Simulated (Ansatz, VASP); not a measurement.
## MgS: VASP beside Ansatz

Contents of INCAR:

```
SYSTEM = MgS
PREC = Accurate ; ENCUT = 520
EDIFF = 1E-8 ; ISMEAR = -1
SIGMA = 0.01 ; LREAL = .False.
LASPH = .True. ; NELM = 60
ALGO = Normal ; ISIF = 2
LWAVE = .False. ; LCHARG = .False.
LEFG = .True. ; NBANDS = 11
```

KPOINTS

```
Automatic mesh
0
Gamma
  8 8 8
  0 0 0
```

Contents of POSCAR:

```
MgS
1.0
    0.0000000000      2.6796995000      2.6016500000
    2.6796995000      0.0000000000      2.6016500000
    2.6796995000      2.6796995000      0.0000000000
Mg S
1 1
Direct
    0.0000000000      0.0000000000      0.0000000000
    0.5000000000      0.5000000000      0.5000000000
```

Input for Ansatz:

```yaml
crystal:
  lattice:
    - [0.0, 2.6796995, 2.60165]
    - [2.6796995, 0.0, 2.60165]
    - [2.6796995, 2.6796995, 0.0]
  atoms:
    - { symbol: Mg, position: [0.0, 0.0, 0.0] }
    - { symbol: S, position: [0.5, 0.5, 0.5] }
kpoints:
  mp_grid: { grid: [8, 8, 8] }
scf:
  occupations: { method: fermi_dirac, width: 0.01 }
hamiltonian:
  xc: lda
  pseudopotentials: { kind: paw }
output:
  forces: true
  stress: true
  eigenvalues: true
  efg: { contact_densities: true }
```

Change from the starting cell: equal xx and yy strain of +3 %, PAW files.

Alike in both runs: task electric field gradients; functional LDA; k mesh 8 × 8 × 8; occupations fermi-dirac, width 0.01 eV; no spin polarisation.

|  | VASP | Ansatz |
| --- | --- | --- |
| version | VASP 6.6.1 | Ansatz 0.2.0 |
| potentials or method | VASP PAW LDA potentials, release 64 (Mg, S) | PAW with Ansatz's default frozen-core files, scalar-relativistic |
| plane-wave cutoff (eV) | 520 | 420 |
| valence electrons in the cell | 8 | 16 |

|  | VASP | Ansatz | Ansatz less VASP |
| --- | --- | --- | --- |
| gap on the k mesh at the Fermi level (eV) | 2.31 | 2.31 | +0.006 |
| pressure (GPa) | -7.3 | -6.8 | +0.52 |
| traceless stress, the component that is largest in VASP (GPa) | 1.35 | 1.35 | +0.007 |
| size of Vzz on the site where it differs most (V/Å²) | 1.1 | 0.7 | -0.41 |

LDA's correlation is that of Perdew and Zunger in VASP and of Perdew and Wang (1992) in Ansatz. VASP's potentials hold 8 valence electrons a cell and Ansatz's 16, so a difference there can come from the potentials and not from the codes.
